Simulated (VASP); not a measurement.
Set up this calculation in VASP 6.6.1, as the native input.

* Task: single point
* Functional: PBE
* Potentials or basis: VASP PAW PBE potentials, release 64 (Co_sv, O)
* Cutoff: 700 eV
* k mesh: 8 × 8 × 8
* Occupations: gaussian, width 0.1 eV
* Spin: collinear spin, ferromagnetic start
* Starting moments: [2.83, 0.35] μB
* Hubbard terms: Co d U = 3.32 eV
* Dipole correction: no
* Further INCAR settings: ALGO = Normal; EDIFF = 1e-06; NBANDS = 22

The structure of CoO lies in POSCAR:

```
CoO
1.0
    2.6602456836      0.0000000000      0.0000000000
    0.0000000000      2.6602456836      0.0000000000
    0.0000000000      0.0000000000      2.6602456836
Co O
1 1
Direct
    0.0000000000      0.0000000000      0.0000000000
    0.5000000000      0.5000000000      0.5000000000
```

One way to write it, as run:

INCAR

```
ALGO = Normal ; EDIFF = 1E-6
ENCUT = 700 ; GGA = PE
GGA_COMPAT = F ; ISIF = 2
ISMEAR = 0 ; ISPIN = 2
LASPH = T ; LCHARG = T
LDAU = T ; LDAUJ = 0 0
LDAUL = 2 -1 ; LDAUPRINT = 1
LDAUTYPE = 2 ; LDAUU = 3.32 0
LELF = T ; LMAXMIX = 4
LORBIT = 11 ; LREAL = F
LVHAR = T ; LWAVE = F
MAGMOM = 2.83 0.35 ; NBANDS = 22
NELM = 200 ; PREC = Accurate
SIGMA = 0.1
```

KPOINTS

```
k-points
0
Gamma
  8 8 8
```

Potentials or basis: VASP PAW PBE potentials, release 64 (Co_sv, O).

Launch:

```bash
$ cat potpaw_PBE.64/Co_sv/POTCAR potpaw_PBE.64/O/POTCAR > POTCAR
$ mpirun -np 1 vasp_std > vasp.out
```

Results of the run:

```
Pressure                                              : -2.5 GPa
Band gap on the k mesh                                : 0.95 eV (least direct gap 1.77 eV)
Net moment                                            : 3.00 μB per cell
Site moments                                          : Co +2.63; O +0.27 μB
Valence electrons inside the program's atomic spheres : Co 14.87; O 4.95
```

Caveat: a cell with one magnetic atom can't hold antiferromagnetic order, which such compounds often take.

Wall time 27 s on 1 thread of AMD EPYC 9R45 96-Core Processor (Zen 5), on a shared host, peak memory 0.14 GiB.
